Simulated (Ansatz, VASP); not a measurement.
One calculation of Re, two programs

The input INCAR:

```
PREC = Accurate
ENCUT = 520
EDIFF = 1E-6
ISMEAR = 0
SIGMA = 0.15
LREAL = False
LASPH = True
NELM = 60
ALGO = Normal
ISIF = 2
LWAVE = False
LCHARG = False
GGA = PE
NBANDS = 10
```

File KPOINTS:

```
regular mesh
0
Gamma
  10 10 10
```

POSCAR

```
Re
1.0
    0.0000000000      1.9577236186      2.1730732166
    2.1730732166      0.0000000000      2.1730732166
    2.1730732166      1.9577236186      0.0000000000
Re
1
Direct
    0.0000000000      0.0000000000      0.0000000000
```

Input for Ansatz:

```yaml
crystal:
  lattice:
    - [0.0, 1.9577236186, 2.1730732166]
    - [2.1730732166, 0.0, 2.1730732166]
    - [2.1730732166, 1.9577236186, 0.0]
  atoms:
    - { symbol: Re, position: [0.0, 0.0, 0.0] }
basis:
  ecutwfc: 420
kpoints:
  mp_grid: { grid: [10, 10, 10] }
hamiltonian:
  xc: pbe
scf:
  occupations: { method: gaussian, width: 0.15 }
output:
  forces: true
  stress: true
  eigenvalues: true
```

Change from the starting cell: normal strain along x +0.1100, normal strain along z +0.1100.

Alike in both runs: task single point; functional PBE; k mesh 10 × 10 × 10; occupations gaussian, width 0.15 eV; no spin polarisation.

|  | VASP | Ansatz |
| --- | --- | --- |
| version | VASP 6.6.1 | Ansatz 0.2.0 |
| potentials or method | VASP PAW PBE potentials, release 64 (Re), cutoff 520 eV | scalar-relativistic, plane waves, PAW |
| valence electrons in the cell | 7 | 15 |

Ansatz gave:

| Quantity | Value |
| --- | --- |
| gap on the k mesh at the Fermi level (eV) | none |
| pressure (GPa) | -46.1 |
| traceless stress, the component that is largest in VASP (GPa) | 8.43 |

Q: Which values does VASP return?

A: gap on the k mesh at the Fermi level (eV): none; pressure (GPa): -46.9; traceless stress, the component that is largest in VASP (GPa): 8.49.

A gap of «none» marks a metal or a gap that the smearing closes. Both programs put the cell under strong tension, so it lies far from rest at this level. VASP's potentials hold 7 valence electrons a cell and Ansatz's 15, so a difference there can come from the potentials and not from the codes.

Neither program's run includes spin-orbit coupling. Noted on VASP's run: the cell as given lies far from equilibrium.
